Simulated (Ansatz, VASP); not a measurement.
**Two plane-wave programs on GaN**

POSCAR

```
GaN
1.0
    3.2308449063      0.0000000000      0.0000000000
   -1.6154224532      2.7979937646      0.0000000000
    0.0000000000      0.0000000000      5.2613501861
Ga N
2 2
Direct
    0.3333333333      0.6666666667      0.9991101046
    0.6666666667      0.3333333333      0.4991101046
    0.3333333333      0.6666666667      0.3758898954
    0.6666666667      0.3333333333      0.8758898954
```

File INCAR.step1:

```
SYSTEM = GaN
ALGO = Normal
EDIFF = 1E-4
ENCUT = 520
GGA = PE
ISMEAR = 0
LASPH = .True.
LCHARG = .False.
LREAL = .False.
LWAVE = .True.
NBANDS = 26
NELM = 80
PREC = Accurate
SIGMA = 0.05
```

Contents of INCAR.step2:

```
SYSTEM = GaN
ALGO = Normal
EDIFF = 1E-7
ENCUT = 520
ISIF = 2
ISMEAR = 0
ISTART = 1
LASPH = .True.
LCHARG = .False.
LMIXTAU = .True.
LREAL = .False.
LWAVE = .False.
METAGGA = R2SCAN
NBANDS = 26
NELM = 80
PREC = Accurate
SIGMA = 0.05
```

KPOINTS

```
k-points
0
Gamma
  12 12 6
  0 0 0
```

Input for Ansatz:

```yaml
crystal:
  lattice:
    - [3.2308449063, 0.0, 0.0]
    - [-1.6154224532, 2.7979937646, 0.0]
    - [0.0, 0.0, 5.2613501861]
  atoms:
    - { symbol: Ga, position: [0.3333333333, 0.6666666667, 0.9991101046] }
    - { symbol: Ga, position: [0.6666666667, 0.3333333333, 0.4991101046] }
    - { symbol: "N", position: [0.3333333333, 0.6666666667, 0.3758898954] }
    - { symbol: "N", position: [0.6666666667, 0.3333333333, 0.8758898954] }
basis:
  ecutwfc: 500
kpoints:
  mp_grid: { grid: [12, 12, 6] }
hamiltonian:
  xc: r2scan
scf:
  occupations: { method: gaussian, width: 0.05 }
output:
  forces: true
  stress: true
  eigenvalues: true
```

Change from the starting cell: strain +0.015 along x and y, +0.015 along z, atoms carried along.

Alike in both runs: task single point; functional r2SCAN; k mesh 12 × 12 × 6; occupations gaussian, width 0.05 eV; no spin polarisation.

```csv
,VASP,Ansatz
version,VASP 6.6.1,Ansatz 0.2.0
potentials or method,"VASP PAW PBE potentials, release 64 (Ga_d, N), cutoff 520 eV","scalar-relativistic, plane waves, PAW"
valence electrons in the cell,36,36
```

|  | VASP | Ansatz | Ansatz less VASP |
| --- | --- | --- | --- |
| gap on the k mesh at the Fermi level (eV) | 2.03 | 2.04 | +0.005 |
| least direct gap on the mesh (eV) | 2.03 | 2.04 | +0.005 |
| pressure (GPa) | -7.0 | -8.0 | -1.00 |
| traceless stress, the component that is largest in VASP (GPa) | 0.06 | 0.05 | -0.011 |
| rms of the force components (eV/Å) | 0.001 | 0.004 | +0.0028 |

VASP's potentials were made for PBE, not for r2SCAN. Atom by atom the forces differ by 0.003 eV/Å (rms over components).
